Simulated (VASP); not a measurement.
Wanted: the native input for a VASP 6.6.1 run.

```yaml
Task: relaxation of shape and atoms at fixed volume
Functional: PBEsol
Potentials_or_basis: VASP PAW PBE potentials, release 64 (Sc_sv, Al)
Cutoff: 500 eV
k_mesh: 6 × 6 × 8
Occupations: gaussian, width 0.1 eV
Spin: no spin polarisation
Dipole_correction: no
Further_INCAR_settings: ALGO = Normal; EDIFF = 1e-07; IBRION = 2; EDIFFG = -0.01; NSW = 50; ISIF = 4
```

The structure of Sc3Al lies in POSCAR:

```
Sc3Al
1.0
    6.0504885658      0.0000000000      0.0000000000
   -3.0252442829      5.2398768033      0.0000000000
    0.0000000000      0.0000000000      4.8131343899
Sc Al
6 2
Direct
    0.8279330072      0.1720669928      0.7500000000
    0.3441339857      0.1720669928      0.7500000000
    0.8279330072      0.6558660143      0.7500000000
    0.1720669928      0.8279330072      0.2500000000
    0.6558660143      0.8279330072      0.2500000000
    0.1720669928      0.3441339857      0.2500000000
    0.6666666667      0.3333333333      0.2500000000
    0.3333333333      0.6666666667      0.7500000000
```

The input as run:

INCAR

```
SYSTEM = Sc3Al
PREC = Accurate
ENCUT = 500
EDIFF = 1E-7
ISMEAR = 0
SIGMA = 0.1
LREAL = .False.
LASPH = .True.
NELM = 120
ALGO = Normal
ISIF = 4
LWAVE = .False.
LCHARG = .False.
GGA = PS
IBRION = 2
NSW = 50
EDIFFG = -0.01
GGA_COMPAT = .False.
NELMIN = 4
```

KPOINTS

```
Automatic mesh
0
Gamma
  6 6 8
  0 0 0
```

Potentials or basis: VASP PAW PBE potentials, release 64 (Sc_sv, Al).

Command:

```sh
$ cat potpaw_PBE.64/Sc_sv/POTCAR potpaw_PBE.64/Al/POTCAR > POTCAR
$ mpirun -np 1 vasp_std > vasp.out
```

It gave:

* Energy gained by relaxing: 0.0 meV/atom
* Ionic steps: 2
* Pressure after relaxing: 7.7 GPa
* Largest force after relaxing: 0.004 eV/Å
* Band gap on the k mesh: zero (bands 36 and 37 overlap by 0.73 eV)

Caveat: the PAW data sets were made with another functional, which shifts forces and pressure a little.

Wall time 4.8 min on 1 thread of Oxide Virtual Turin-like Processor, on a shared host, peak memory 0.34 GiB.
